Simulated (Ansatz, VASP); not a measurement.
Au: VASP beside Ansatz

Contents of INCAR:

```
ALGO = Normal
EDIFF = 1E-7
EDIFFG = -0.05
ENCUT = 500
GGA = PE
GGA_COMPAT = F
IBRION = 2
ISIF = 3
ISMEAR = 0
LASPH = T
LCHARG = F
LREAL = F
LWAVE = F
NELM = 120
NELMIN = 4
NSW = 100
PREC = Accurate
SIGMA = 0.1
```

The input KPOINTS:

```
k-points
0
Gamma
  8 8 8
```

POSCAR

```
Au
1.0
    0.0000000000      2.0399988786      2.0399988786
    2.0399988786      0.0000000000      2.0399988786
    2.0399988786      2.0399988786      0.0000000000
Au
1
Direct
    0.0000000000      0.0000000000      0.0000000000
```

Input for Ansatz:

```yaml
crystal:
  lattice:
    - [0.0, 2.0399988786, 2.0399988786]
    - [2.0399988786, 0.0, 2.0399988786]
    - [2.0399988786, 2.0399988786, 0.0]
  atoms:
    - { symbol: Au, position: [0.0, 0.0, 0.0] }
basis:
  ecutwfc: 420
kpoints:
  mp_grid: { grid: [8, 8, 8] }
hamiltonian:
  xc: pbe
scf:
  occupations: { method: gaussian, width: 0.1 }
output:
  forces: true
  stress: true
  eigenvalues: true
relax:
  adjacent_minimum: "off"
  f_tol: 0.05
  max_steps: 80
  cell: { stress_tol: 0.5 }
```

Alike in both runs: task relaxation of cell and atoms; functional PBE; k mesh 8 × 8 × 8; occupations gaussian, width 0.1 eV; no spin polarisation.

|  | VASP | Ansatz |
| --- | --- | --- |
| version | VASP 6.6.1 | Ansatz 0.2.0 |
| potentials or method | VASP PAW PBE potentials, release 64 (Au), cutoff 500 eV | scalar-relativistic, plane waves, PAW |
| valence electrons in the cell | 11 | 19 |

```csv
,VASP,Ansatz,Ansatz less VASP
"gap on the k mesh at the Fermi level, each at its own relaxed structure (eV)",none,none,-
relaxed volume (Å³/atom),18.06,18.07,+0.007
relaxed length of the cell vector where the two differ most in proportion (Å),2.945,2.946,+0.0004
```

A gap of «none» marks a metal or a gap that the smearing closes. VASP's potentials hold 11 valence electrons a cell and Ansatz's 19, so a difference there can come from the potentials and not from the codes.

Spin-orbit coupling is off throughout.
